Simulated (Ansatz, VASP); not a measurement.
# One calculation of BN, two programs

Contents of INCAR:

```
PREC = Accurate
ENCUT = 600
EDIFF = 1E-6
ISMEAR = 0
SIGMA = 0.1
LREAL = F
LASPH = T
NELM = 120
ALGO = Normal
ISIF = 2
LWAVE = F
LCHARG = F
GGA = PS
NBANDS = 11
GGA_COMPAT = F
```

KPOINTS

```
regular mesh
0
Gamma
  8 8 8
```

File POSCAR:

```
BN
1.0
    0.0000000000      1.8080000000      1.8080000000
    1.8080000000      0.0000000000      1.8080000000
    1.8080000000      1.8080000000      0.0000000000
B N
1 1
Direct
    0.0000000000      0.0000000000      0.0000000000
    0.2500000000      0.2500000000      0.2500000000
```

Input for Ansatz:

```yaml
crystal:
  lattice:
    - [0.0, 1.808, 1.808]
    - [1.808, 0.0, 1.808]
    - [1.808, 1.808, 0.0]
  atoms:
    - { symbol: B, position: [0.0, 0.0, 0.0] }
    - { symbol: "N", position: [0.25, 0.25, 0.25] }
basis:
  ecutwfc: 600.0
kpoints:
  mp_grid: { grid: [8, 8, 8] }
hamiltonian:
  xc: pbesol
  pseudopotentials: { kind: paw, azcp: { folder: soft_1 } }
scf:
  occupations: { method: gaussian, width: 0.1 }
output:
  forces: true
  stress: true
  eigenvalues: true
```

Alike in both runs: task single point; functional PBEsol; k mesh 8 × 8 × 8; occupations gaussian, width 0.1 eV; no spin polarisation.

```csv
,VASP,Ansatz
version,VASP 6.6.1,Ansatz 0.2.0
potentials or method,"VASP PAW PBE potentials, release 64 (B, N), cutoff 600 eV","scalar-relativistic, plane waves, PAW"
valence electrons in the cell,8,8
```

Ansatz gave:

* gap on the k mesh at the Fermi level (eV): 4.28
* least direct gap on the mesh (eV): 8.76
* pressure (GPa): -3.4

Q: Estimate VASP's values.

A: gap on the k mesh at the Fermi level (eV): 4.28; least direct gap on the mesh (eV): 8.76; pressure (GPa): -2.9.

VASP's potentials were made for PBE, not for PBEsol, and Ansatz warns of the same on its side. The functional is the same, so the differences come from potentials, cutoffs and numerics.
